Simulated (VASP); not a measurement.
Re:

```
Re
1.0
     2.73919    0.00000    0.00000
    -1.36959    2.37221    0.00000
     0.00000    0.00000    4.41187
Re
2
Direct
  0.33333 0.66667 0.25000
  0.66667 0.33333 0.75000
```

Base run:

```yaml
Program: VASP 6.6.1
Functional: LDA
Potentials_or_basis: VASP PAW LDA potentials, release 64 (Re)
Cutoff: 600 eV
k_mesh: 13 × 13 × 7
Occupations: gaussian, width 0.6 eV
Spin: no spin polarisation
```

Its results: band gap on the k mesh zero (bands 7 and 8 overlap by 3.05 eV); pressure 2.6 GPa.

Task: The run is repeated on the same cell with these changes: occupations from gaussian, width 0.6 eV to gaussian, width 0.2 eV. What comes out?

Result: Band gap on the k mesh zero (bands 7 and 8 overlap by 3.05 eV); pressure 1.6 GPa.

Caveats: spin-orbit coupling is left out, which moves the levels of the heavy elements; so wide a smearing shifts energies and pressures (at least some runs).
